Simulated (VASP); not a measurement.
# Sb (P6/mmm) in VASP: a series of runs, part 3 of 3

VASP 6.6.1. The steps go on from the part before.

## 4. Single point, PBE

This run uses another cell than the first one: it holds 1 atom, not 3.

Contents of INCAR:

```
ALGO     = Normal         # electronic algorithm
EDIFF    = 1E-6           # SCF threshold, eV
ENCUT    = 520            # plane-wave cutoff, eV
GGA      = PE             # functional
ISIF     = 2              # what is computed and relaxed
ISMEAR   = 0              # smearing method
LASPH    = True           # aspherical terms in the spheres
LCHARG   = False          # write CHGCAR
LREAL    = False          # projectors in reciprocal space
LWAVE    = False          # write WAVECAR
NBANDS   = 8              # bands
NELM     = 100            # most SCF steps
PREC     = Accurate       # precision mode
SIGMA    = 0.1            # smearing width, eV
```

Contents of KPOINTS:

```
k-points
0
Gamma
  6 6 6
```

Contents of POSCAR:

```
Sb
1.0
    3.3489704281      0.0000000000      0.0000000000
   -1.6744852140      2.9002934672      0.0000000000
    0.0000000000      0.0000000000      3.1291942438
Sb
1
Direct
    0.0000000000      0.0000000000      0.0000000000
```

Potentials or basis: VASP PAW PBE potentials, release 64 (Sb).

Started as:

```console
$ cat potpaw_PBE.64/Sb/POTCAR > POTCAR
$ mpirun -np 1 vasp_std > vasp.out
```

OUTCAR:

```text
EDIFF = 1E-6
   ENCUT = 520
   GGA = PE
   ISIF = 2
   ISMEAR = 0
   LASPH = True
   LREAL = False
   NELM = 100
   PREC = Accurate

 ion  position               nearest neighbor table
   1  0.000  0.000  0.000-

  LATTYP: Found a hexagonal cell.
 ALAT       =     3.3489704281
 C/A-ratio  =     0.9343750000

  Lattice vectors:

 A1 = (   3.3489704281,   0.0000000000,   0.0000000000)
 A2 = (  -1.6744852140,   2.9002934672,   0.0000000000)
 A3 = (   0.0000000000,   0.0000000000,   3.1291942438)

Analysis of symmetry for initial positions (statically):
=====================================================================
 Subroutine PRICEL returns:
 Original cell was already a primitive cell.

 Routine SETGRP: Setting up the symmetry group for a
 hexagonal supercell.

 Subroutine GETGRP returns: Found 24 space group operations
 (whereof 24 operations were pure point group operations)
 out of a pool of 24 trial point group operations.

The static configuration has the point symmetry D_6h.

Analysis of symmetry for dynamics (positions and initial velocities):
=====================================================================
 Subroutine PRICEL returns:
 Original cell was already a primitive cell.

 Routine SETGRP: Setting up the symmetry group for a
 hexagonal supercell.

 Subroutine GETGRP returns: Found 24 space group operations
 (whereof 24 operations were pure point group operations)
 out of a pool of 24 trial point group operations.

The dynamic configuration has the point symmetry D_6h.

 Subroutine INISYM returns: Found 24 space group operations
 (whereof 24 operations are pure point group operations),
 and found     1 'primitive' translations

----------------------------------------------------------------------------------------

                                     Primitive cell

  volume of cell :      30.3939

  direct lattice vectors                    reciprocal lattice vectors
     3.348970428  0.000000000  0.000000000     0.298599233  0.172396347  0.000000000
    -1.674485214  2.900293467  0.000000000     0.000000000  0.344792695  0.000000000
     0.000000000  0.000000000  3.129194244     0.000000000  0.000000000  0.319571085

  length of vectors
     3.348970428  3.348970428  3.129194244     0.344792695  0.344792695  0.319571085

  position of ions in fractional coordinates (direct lattice)
     0.000000000  0.000000000  0.000000000

  ion indices of the primitive-cell ions
   primitive index   ion index
                 1           1

----------------------------------------------------------------------------------------

 KPOINTS: k-points

Automatic generation of k-mesh.
 Grid dimensions read from file:
 generate k-points for:    6    6    6

 Generating k-lattice:

  Cartesian coordinates                     Fractional coordinates (reciprocal lattice)
     0.049766539  0.028732725  0.000000000     0.166666667  0.000000000  0.000000000
     0.000000000  0.057465449  0.000000000     0.000000000  0.166666667  0.000000000
     0.000000000  0.000000000  0.053261848     0.000000000  0.000000000  0.166666667

  Length of vectors
     0.057465449  0.057465449  0.053261848

  Shift w.r.t. Gamma in fractional coordinates (k-lattice)
     0.000000000  0.000000000  0.000000000

 Subroutine IBZKPT returns following result:
 ===========================================

 Found     28 irreducible k-points:

 Following reciprocal coordinates:
            Coordinates               Weight
  0.000000  0.000000  0.000000      1.000000
  0.166667  0.000000  0.000000      6.000000
  0.333333 -0.000000  0.000000      6.000000
  0.500000 -0.000000  0.000000      3.000000
  0.166667  0.166667  0.000000      6.000000
  0.333333  0.166667  0.000000     12.000000
[... 16 lines left out ...]
  0.166667  0.000000  0.500000      6.000000
  0.333333 -0.000000  0.500000      6.000000
 [... further k-points ...]
   k-points           NKPTS =     28   k-points in BZ     NKDIM =     28   number of bands    NBANDS=      8
   number of dos      NEDOS =    301   number of ions     NIONS =      1
   total plane-waves  NPLWV =  18816
   dimension x,y,z NGX =    28 NGY =   28 NGZ =   24
   dimension x,y,z NGXF=    56 NGYF=   56 NGZF=   48
   ions per type =               1
   NGX,Y,Z   is equivalent  to a cutoff of  13.90, 13.90, 12.75 a.u.
   NGXF,Y,Z  is equivalent  to a cutoff of  27.80, 27.80, 25.50 a.u.
 SYSTEM =  unknown system
   PREC   = accura    normal or accurate (medium, high low for compatibility)
   ISTART =      0    job   : 0-new  1-cont  2-samecut
   ICHARG =      2    charge: 1-file 2-atom 10-const
   ISPIN  =      1    spin polarized calculation?
   LNONCOLLINEAR =      F non collinear calculations
   LSORBIT =      F    spin-orbit coupling
   LASPH  =      T    aspherical Exc in radial PAW
   ENCUT  =  520.0 eV  38.22 Ry    6.18 a.u.   6.23  6.23  5.82*2*pi/ulx,y,z
   NELM   =    100;   NELMIN=  2; NELMDL= -5     # of ELM steps
   EDIFF  = 0.1E-05   stopping-criterion for ELM
   LREAL  =      F    real-space projection
   EDIFFG = 0.1E-04   stopping-criterion for IOM
   NSW    =      0    number of steps for IOM
   IBRION =     -1    ionic relax: 0-MD 1-quasi-New 2-CG
   NFREE  =      0    steps in history (QN), initial steepest desc. (CG)
   ISIF   =      2    stress and relaxation
   ISYM   =      2    0-nonsym 1-usesym 2-fastsym
   POTIM  = 0.5000    time-step for ionic-motion
   TEBEG  =    0.0;   TEEND  =   0.0 temperature during run
   PSTRESS=    0.0 pullay stress
   NELECT =       5.0000    total number of electrons
   NUPDOWN=      -1.0000    fix difference up-down
   EMIN   =  10.00;   EMAX   =-10.00  energy-range for DOS
   EFERMI =   0.00;   METHOD = LEGACY
   ISMEAR =     0;   SIGMA  =   0.10  broadening in eV -4-tet -1-fermi 0-gaus
   EFERMI_NEDOS =   21; number of points for ismear=-14 and -15
   IALGO  =     38    algorithm
   IMIX   =      4    mixing-type and parameters
     AMIX     =   0.40;   BMIX     =  1.00
     AMIX_MAG =   1.60;   BMIX_MAG =  1.00
  volume/ion in A,a.u.               =      30.39       205.11
  Fermi-wavevector in a.u.,A,eV,Ry     =   0.897022  1.695125 10.947898  0.804648
  Thomas-Fermi vector in A             =   2.019553
   LORBIT       =      0    0 simple, 1 ext, 2 COOP (PROOUT), +10 PAW based schemes
   GGA     = PE    functional components
   LHFCALC =     F    Hartree Fock is set to
   AEXX    =    0.0000 exact exchange contribution
   IVDW    =     0    specifies the selected vdW correction
   LEPSILON=     F    determine dielectric tensor
   LRPA    =     F    only Hartree local field effects (RPA)
 non-spin polarized calculation
 Gauss-broadening in eV      SIGMA  =   0.10
  energy-cutoff  :      520.00
  volume of cell :       30.39
 maximum number of plane-waves:       851
 NGX is ok and might be reduce to    28

 number of electron       5.0000000 magnetization

 Free energy of the ion-electron system (eV)
  ---------------------------------------------------
  ext. energy  EPLUGINS =         0.00000000
  ---------------------------------------------------
  free energy    TOTEN  =        -4.00735859 eV

  energy without entropy =       -4.00598030  energy(sigma->0) =       -4.00666944

 E-fermi :   6.9843     XC(G=0):  -9.6176

 val. band max:        6.8724421231   @ k =   0.1667   0.1667   0.3333
 cond. band min:       7.0131586966   @ k =   0.0000   0.0000   0.1667
 fundamental gap:      0.1407165734
 Fermi energy:         6.9842606501

 k-point     1 :       0.0000    0.0000    0.0000
  band No.  band energies     occupation
      1      -5.1884      2.00000
      2      10.1949      0.00000
      3      11.0008      0.00000
      4      11.0008      0.00000
      5      13.9011      0.00000
      6      16.1016      0.00000
      7      16.6521      0.00000
      8      16.6521      0.00000

 k-point     2 :       0.1667    0.0000    0.0000
  band No.  band energies     occupation
      1      -4.7240      2.00000
      2       7.9116      0.00000
      3      10.0415      0.00000
      4      10.6422      0.00000
      5      14.0696      0.00000
      6      14.7346      0.00000
      7      18.3081      0.00000
      8      18.5847      0.00000
[... 221 lines left out ...]
 k-point    23 :       0.1667    0.0000    0.5000
  band No.  band energies     occupation
      1      -2.3907      2.00000
      2       2.0203      2.00000
      3      10.0575      0.00000
      4      11.9412      0.00000
      5      14.7665      0.00000
      6      16.5875      0.00000
      7      18.1105      0.00000
      8      18.7535      0.00000

 k-point    24 :       0.3333   -0.0000    0.5000
  band No.  band energies     occupation
      1      -1.0399      2.00000
      2       3.1789      2.00000
      3       6.0222      2.00000
      4      10.6462      0.00000
      5      11.2232      0.00000
      6      15.3537      0.00000
      7      17.0026      0.00000
      8      17.1241      0.00000

 [... further k-points ...]
[... 5 lines left out ...]
  --------------------------------------------------------------------------------------
  -------------------------------------------------------------------------------------
  Total        0.0224149      0.0224149     -0.9530990      0.0000000     -0.0000000      0.0000000
  in kB        1.1815776      1.1815776    -50.2415230      0.0000000     -0.0000000      0.0000000
  external PRESSURE =     -15.9594560 kB  Pullay stress =       0.0000000 kB

 VOLUME and BASIS-vectors are now :
 -----------------------------------------------------------------------------
  energy-cutoff  :      520.00
  volume of cell :       30.39
      direct lattice vectors                 reciprocal lattice vectors
     3.348970428  0.000000000  0.000000000     0.298599233  0.172396347  0.000000000
    -1.674485214  2.900293467  0.000000000     0.000000000  0.344792695  0.000000000
     0.000000000  0.000000000  3.129194244     0.000000000  0.000000000  0.319571085

 POSITION                                       TOTAL-FORCE (eV/Angst)
 -----------------------------------------------------------------------------------
      0.00000      0.00000      0.00000         0.000000      0.000000      0.000000
 -----------------------------------------------------------------------------------
    total drift:                               -0.000000     -0.000000      0.000000

  FREE ENERGIE OF THE ION-ELECTRON SYSTEM (eV)
  ---------------------------------------------------
  free  energy   TOTEN  =        -4.0073585897 eV

  energy  without entropy=       -4.0059802989  energy(sigma->0) =       -4.00666944
```

It took 6.2 s on 1 thread of AMD EPYC 7R43 (Zen 3), shared host; peak memory 0.11 GiB.

Results:

| Item | Value |
| --- | --- |
| Free energy | -4.0074 eV |
| Pressure | -1.6 GPa |

Caveat: the k points lie up to 0.36 Å⁻¹ apart; spin-orbit coupling is left out, which moves the levels of the heavy elements.

## 5. Single point, PBE

This run uses another cell than the first one: it holds 1 atom, not 3.

Contents of INCAR:

```
SYSTEM = Sb
PREC = Accurate
ENCUT = 520
EDIFF = 1E-7
ISMEAR = 0
SIGMA = 0.1
LREAL = .False.
LASPH = .True.
NELM = 100
ALGO = Normal
ISIF = 2
LWAVE = .False.
LCHARG = .False.
GGA = PE
NBANDS = 8
```

Contents of KPOINTS:

```
regular mesh
0
Gamma
  21 21 18
  0 0 0
```

Contents of POSCAR:

```
Sb
1.0
    3.2849979550      0.0000000000      0.0000000000
   -1.6424989775      2.8448916805      0.0000000000
    0.0000000000      0.0000000000      3.1178864301
Sb
1
Direct
    0.0000000000      0.0000000000      0.0000000000
```

Started as:

```console
$ cat potpaw_PBE.64/Sb/POTCAR > POTCAR
$ mpirun -np 1 vasp_std > vasp.out
```

Run time: 85 s. Hardware: 1 thread of AMD EPYC 7R43 (Zen 3), shared host; peak memory 0.18 GiB.

Results (log left out):

| Item | Value |
| --- | --- |
| Free energy | -3.9902 eV |
| Pressure | -0.1 GPa |

Levels at points of the mesh, in eV from the Fermi level:
| k point | band 1 | band 2 | band 3 | band 4 | band 5 | band 6 | band 7 |
| --- | --- | --- | --- | --- | --- | --- | --- |
| (0.00, 0.00, 0.00) | -12.50 | 3.01 | 4.41 | 4.41 | 6.77 | 9.60 | 9.90 |
| (0.00, 0.00, 0.50) | -10.15 | -5.69 | 6.36 | 6.36 | 11.35 | 11.78 | 11.78 |

Caveat: spin-orbit coupling is left out, which moves the levels of the heavy elements.

## 6. Single point, PBE

This run uses another cell than the first one, of 27.34 Å³/atom, 0.993 times its volume.

Contents of INCAR:

```
PREC = Accurate ; ENCUT = 520
EDIFF = 1E-6 ; ISMEAR = 0
SIGMA = 0.1 ; LREAL = F
LASPH = T ; NELM = 100
ALGO = Normal ; ISIF = 2
LWAVE = F ; LCHARG = F
GGA = PE ; NBANDS = 14
```

Contents of KPOINTS:

```
regular mesh
0
Gamma
  3 3 6
```

Contents of POSCAR:

```
Sb
1.0
    5.4541933552      0.0000000000      0.0000000000
   -2.7270966776      4.7234700028      0.0000000000
    0.0000000000      0.0000000000      3.1835990242
Sb
3
Direct
    0.0000000000      0.0000000000      0.0000000000
    0.3333333333      0.6666666667      0.5000000000
    0.6666666667      0.3333333333      0.5000000000
```

Potentials or basis: VASP PAW PBE potentials, release 64 (Sb).

Started as:

```console
$ cat potpaw_PBE.64/Sb/POTCAR > POTCAR
$ mpirun -np 1 vasp_std > vasp.out
```

Wall time 22 s (1 thread of AMD EPYC 7R43 (Zen 3), shared host); peak memory 0.16 GiB.

Results (log left out):

* Free energy: -11.6541 eV
* Pressure: -0.1 GPa

Levels at points of the mesh, in eV from the Fermi level:
```tsv
k point	band 3	band 4	band 5	band 6	band 7	band 8	band 9	band 10	band 11	band 12
(0.00, 0.00, 0.00)	-8.01	-3.79	-3.79	-3.56	-3.56	2.19	5.25	5.25	6.06	6.11
(0.00, 0.00, 0.50)	-5.56	-3.37	-2.72	-1.99	-1.85	-1.85	-0.35	-0.35	0.71	0.71
```

Caveat: the k points lie up to 0.44 Å⁻¹ apart; spin-orbit coupling is left out, which moves the levels of the heavy elements.

## 7. Overview

```tsv
task	cell	k mesh	cutoff (eV)	gap on the mesh (eV)	pressure (GPa)
single point	a = 5.432, b = 5.432, c = 3.232 Å, angles 90.0, 90.0, 120.0°, 3 atoms	12 × 12 × 14	520	none	-0.1
relaxation of cell and atoms	relaxed from a = 5.518, b = 5.518, c = 3.157 Å, angles 90.0, 90.0, 120.0°, 3 atoms	12 × 12 × 14	600	none	0.0
single point	a = 3.349, b = 3.349, c = 3.129 Å, angles 90.0, 90.0, 120.0°, 1 atom	6 × 6 × 6	520	none	-1.6
single point	a = 3.285, b = 3.285, c = 3.118 Å, angles 90.0, 90.0, 120.0°, 1 atom	21 × 21 × 18	520	none	-0.1
single point	a = 5.454, b = 5.454, c = 3.184 Å, angles 90.0, 90.0, 120.0°, 3 atoms	3 × 3 × 6	520	none	-0.1
```

Alike in all rows: level PBE; potentials or basis VASP PAW PBE potentials, release 64 (Sb); no spin polarisation; smearing gaussian 0.1 eV.

Caveats: some runs use coarse meshes; spin-orbit coupling is left out, which moves the levels of the heavy elements.

Total energies depend on the potentials used, so only differences within one code and one set of settings carry meaning.
